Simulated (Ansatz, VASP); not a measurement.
## BAs in VASP and in Ansatz

```
CELL_PARAMETERS angstrom
0.00000 2.39187 2.39187
2.39187 0.00000 2.39187
2.39187 2.39187 0.00000
ATOMIC_POSITIONS crystal
B 0.00000 0.00000 0.00000
As 0.25000 0.25000 0.25000
```

Alike in both runs: task single point; functional PBE0; k mesh 6 × 6 × 6; no spin polarisation.

```csv
,VASP,Ansatz
version,VASP 6.6.1,Ansatz 0.2.0
potentials or method,"VASP PAW PBE potentials, release 64 (B, As)","plane waves, PAW"
plane-wave cutoff (eV),520,420
occupations,"gaussian, width 0.01 eV",fixed
valence electrons in the cell,8,18
```

```csv
,VASP,Ansatz,Ansatz less VASP
gap on the k mesh at the Fermi level (eV),2.65,2.62,-0.036
pressure (GPa),-1.3,-1.2,+0.15
```

VASP's potentials hold 8 valence electrons a cell and Ansatz's 18, so a difference there can come from the potentials and not from the codes. Ansatz's warnings: stress exchange threshold loose, stress scf threshold loose.
